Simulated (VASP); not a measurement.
Here is a VASP 6.6.1 calculation.

INCAR

```
ALGO = Fast
EDIFF = 1E-7
EDIFFG = -0.01
ENCUT = 600
GGA = PE
IBRION = 2
ISIF = 3
ISMEAR = 0
LASPH = True
LCHARG = False
LREAL = False
LWAVE = False
NELM = 80
NSW = 100
PREC = Accurate
SIGMA = 0.1
```

File KPOINTS:

```
k-points
0
Gamma
  8 8 8
```

POSCAR

```
Bi4C
1.0
   -3.2786466769      3.2786466769      3.2786466769
    3.2786466769     -3.2786466769      3.2786466769
    3.2786466769      3.2786466769     -3.2786466769
Bi C
4 1
Direct
    0.5000000000      0.5000000000      0.5000000000
    0.5000000000      0.0000000000      0.0000000000
    0.0000000000      0.0000000000      0.5000000000
    0.0000000000      0.5000000000      0.0000000000
    0.0000000000      0.0000000000      0.0000000000
```

Potentials or basis: VASP PAW PBE potentials, release 64 (Bi_d, C).

Command:

```bash
$ cat potpaw_PBE.64/Bi_d/POTCAR potpaw_PBE.64/C/POTCAR > POTCAR
$ mpirun -np 1 vasp_std > vasp.out
```

Estimate the band gap on the k mesh.

zero (bands 32 and 33 overlap by 1.89 eV).

Final structure:
```xyz
5
Lattice="-3.2786 3.2786 3.2786 3.2786 -3.2786 3.2786 3.2786 3.2786 -3.2786" Properties=species:S:1:pos:R:3 pbc="T T T"
Bi    1.6393    1.6393    1.6393
Bi   -1.6393    1.6393    1.6393
Bi    1.6393    1.6393   -1.6393
Bi    1.6393   -1.6393    1.6393
C     0.0000    0.0000    0.0000
```

Caveat: the relaxation stopped at its first step, so nothing moved; spin-orbit coupling is left out, which moves the levels of the heavy elements.
